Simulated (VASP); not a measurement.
Input of a VASP 6.6.1 run:

File INCAR:

```
SYSTEM = Hg
ALGO = Normal
EDIFF = 1E-6
ENCUT = 550
GGA_COMPAT = .False.
ISIF = 2
ISMEAR = -1
LASPH = .True.
LCHARG = .False.
LREAL = .False.
LWAVE = .False.
NBANDS = 27
NELM = 120
PREC = Accurate
SIGMA = 0.1
```

The input KPOINTS:

```
k-points
0
Gamma
  7 7 4
  0 0 0
```

The input POSCAR:

```
Hg
1.0
    2.8705903825      0.0000000000      0.0000000000
   -1.4352951913      2.4860041951      0.0000000000
    0.0000000000      0.0000000000      5.0672465720
Hg
2
Direct
    0.3333333333      0.6666666667      0.2500000000
    0.6666666667      0.3333333333      0.7500000000
```

Potentials or basis: VASP PAW LDA potentials, release 64 (Hg_sv_GW).

Command:

```console
$ cat potpaw_LDA.64/Hg_sv_GW/POTCAR > POTCAR
$ mpirun -np 1 vasp_std > vasp.out
```

Problem. Estimate the pressure.

Solution. 20.3 GPa.

Problem. Predict the band gap on the k mesh.

Solution. Zero (bands 20 and 21 overlap by 2.69 eV).

Stress tensor (GPa, compression positive):
```
20.31  0.00  0.00
 0.00 20.31  0.00
 0.00  0.00 20.20
```

Caveat: the k points lie up to 0.36 Å⁻¹ apart, too coarse for converged energies and pressures of a metal; spin-orbit coupling is left out, which moves the levels of the heavy elements.
